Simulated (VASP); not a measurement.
# CaH4 (tetrahydride) (I4/mmm) in VASP: a series of runs, part 2 of 2

VASP 6.6.1.

### Step 4. Single point, PBEsol

File INCAR:

```
SYSTEM = CaH4
  PREC = Accurate
  ENCUT = 500
  EDIFF = 1E-6
  ISMEAR = 0
  SIGMA = 0.03
  LREAL = .FALSE.
  LASPH = .TRUE.
  NELM = 120
  ALGO = Normal
  ISIF = 2
  LWAVE = .FALSE.
  LCHARG = .FALSE.
  GGA = PS
  NBANDS = 15
  GGA_COMPAT = .FALSE.
```

File KPOINTS:

```
regular mesh
0
G
  10 10 10
  0 0 0
```

File POSCAR:

```
CaH4
1.0
   -1.6423997432      1.6423997432      2.7535200863
    1.6423997432     -1.6423997432      2.7535200863
    1.6423997432      1.6423997432     -2.7535200863
Ca H
1 4
Direct
    0.0000000000      0.0000000000      0.0000000000
    0.7500000000      0.2500000000      0.5000000000
    0.2500000000      0.7500000000      0.5000000000
    0.4043287404      0.4043287404      0.0000000000
    0.5956712596      0.5956712596      0.0000000000
```

Potentials or basis: VASP PAW PBE potentials, release 64 (Ca_sv, H).

Command:

```sh
> cat potpaw_PBE.64/Ca_sv/POTCAR potpaw_PBE.64/H/POTCAR > POTCAR
> mpirun -np 1 vasp_std > vasp.out
```

OUTCAR:

```text
SYSTEM = CaH4
   PREC = Accurate
   ENCUT = 500
   EDIFF = 1E-6
   ISMEAR = 0
   LREAL = .FALSE.
   LASPH = .TRUE.
   NELM = 120
   ISIF = 2
   GGA = PS

 ion  position               nearest neighbor table
   1  0.000  0.000  0.000-
   2  0.750  0.250  0.500-
   3  0.250  0.750  0.500-
   4  0.404  0.404  0.000-
   5  0.596  0.596  0.000-

  LATTYP: Found a body centered tetragonal cell.
 ALAT       =     3.2847994864
 C/A-ratio  =     1.6765224774

  Lattice vectors:

 A1 = (  -1.6423997432,   1.6423997432,   2.7535200863)
 A2 = (   1.6423997432,  -1.6423997432,   2.7535200863)
 A3 = (   1.6423997432,   1.6423997432,  -2.7535200863)

Analysis of symmetry for initial positions (statically):
=====================================================================
 Subroutine PRICEL returns:
 Original cell was already a primitive cell.

 Routine SETGRP: Setting up the symmetry group for a
 body centered tetragonal supercell.

 Subroutine GETGRP returns: Found 16 space group operations
 (whereof 16 operations were pure point group operations)
 out of a pool of 16 trial point group operations.

The static configuration has the point symmetry D_4h.

Analysis of symmetry for dynamics (positions and initial velocities):
=====================================================================
 Subroutine PRICEL returns:
 Original cell was already a primitive cell.

 Routine SETGRP: Setting up the symmetry group for a
 body centered tetragonal supercell.

 Subroutine GETGRP returns: Found 16 space group operations
 (whereof 16 operations were pure point group operations)
 out of a pool of 16 trial point group operations.

The dynamic configuration has the point symmetry D_4h.

 Subroutine INISYM returns: Found 16 space group operations
[... 127 lines left out ...]
   LORBIT       =      0    0 simple, 1 ext, 2 COOP (PROOUT), +10 PAW based schemes
   GGA     = PS    functional components
   LHFCALC =     F    Hartree Fock is set to
   AEXX    =    0.0000 exact exchange contribution
   IVDW    =     0    specifies the selected vdW correction
   LEPSILON=     F    determine dielectric tensor
   LRPA    =     F    only Hartree local field effects (RPA)
 non-spin polarized calculation
 Gauss-broadening in eV      SIGMA  =   0.03
  energy-cutoff  :      500.00
  volume of cell :       29.71
 maximum number of plane-waves:       765
 NGX is ok and might be reduce to    28
   NGX = 13   NGY = 13   NGZ = 13

 number of electron      14.0000001 magnetization

 Free energy of the ion-electron system (eV)
  ---------------------------------------------------
  ext. energy  EPLUGINS =         0.00000000
  ---------------------------------------------------
  free energy    TOTEN  =       -15.55699446 eV

  energy without entropy =      -15.55674286  energy(sigma->0) =      -15.55686866

 E-fermi :   4.3020     XC(G=0): -11.0450

 val. band max:        4.2996591406   @ k =   0.3000   0.2000   0.2000
 cond. band min:       4.4230310497   @ k =  -0.1000   0.1000   0.0000
 fundamental gap:      0.1233719091
 Fermi energy:         4.3020374682

 k-point     1 :       0.0000    0.0000    0.0000
  band No.  band energies     occupation
      1     -35.1854      2.00000
      2     -16.1685      2.00000
      3     -16.0913      2.00000
      4     -16.0913      2.00000
      5      -6.7723      2.00000
      6       4.6169      0.00000
      7       4.8630      0.00000
      8       6.7931      0.00000
      9       7.5363      0.00000
     10       7.5647      0.00000
     11       7.5647      0.00000
     12       9.2189      0.00000
     13      10.3710      0.00000
     14      16.2204      0.00000
[... 401 lines left out ...]
      2     -16.6928      2.00000
      3     -16.5014      2.00000
      4     -16.3158      2.00000
      5      -3.4906      2.00000
      6      -0.5030      2.00000
      7       1.2192      2.00000
      8       5.9547      0.00000
      9       8.7880      0.00000
     10       9.9892      0.00000
     11      11.6809      0.00000
     12      12.2681      0.00000
     13      12.6666      0.00000
     14      13.3316      0.00000
     15      17.4094      0.00000

 [... further k-points ...]
[... 5 lines left out ...]
  --------------------------------------------------------------------------------------
  -------------------------------------------------------------------------------------
  Total        3.9169895      3.9169895      2.8478098      0.0000000      0.0000000     -0.0000000
  in kB      211.2306893    211.2306893    153.5732525      0.0000000      0.0000000     -0.0000000
  external PRESSURE =     192.0115437 kB  Pullay stress =       0.0000000 kB

 VOLUME and BASIS-vectors are now :
 -----------------------------------------------------------------------------
  energy-cutoff  :      500.00
  volume of cell :       29.71
      direct lattice vectors                 reciprocal lattice vectors
    -1.642399743  1.642399743  2.753520086     0.000000000  0.304432585  0.181585746
     1.642399743 -1.642399743  2.753520086     0.304432585  0.000000000  0.181585746
     1.642399743  1.642399743 -2.753520086     0.304432585  0.304432585  0.000000000

 POSITION                                       TOTAL-FORCE (eV/Angst)
 -----------------------------------------------------------------------------------
      0.00000      0.00000      0.00000         0.000000      0.000000      0.000000
      0.00000      1.64240      1.37676         0.000000      0.000000      0.000000
      1.64240      0.00000      1.37676         0.000000      0.000000      0.000000
      0.00000      0.00000      2.22665        -0.000000     -0.000000      2.378528
      0.00000      0.00000      3.28039        -0.000000     -0.000000     -2.378528
 -----------------------------------------------------------------------------------
    total drift:                               -0.000000     -0.000000      0.000000

  FREE ENERGIE OF THE ION-ELECTRON SYSTEM (eV)
  ---------------------------------------------------
  free  energy   TOTEN  =       -15.5569944555 eV

  energy  without entropy=      -15.5567428567  energy(sigma->0) =      -15.55686866
```

Run time: 67 s. Hardware: 1 thread of Intel Xeon 8259CL, shared host; peak memory 0.19 GiB.

What came out:

* Free energy: -15.5570 eV
* Pressure: 19.2 GPa
* Largest force: 2.379 eV/Å
* Band gap on the k mesh: zero (band 7 reaches 4.86 eV, above the bottom of band 8 at 4.02 eV)

Forces on the atoms (eV/Å):
```
Ca   0.000  0.000  0.000
H    0.000  0.000  0.000
H    0.000  0.000  0.000
H    0.000  0.000  2.379
H    0.000  0.000 -2.379
```

Caveat: the PAW data sets were made with another functional, which shifts forces and pressure a little.
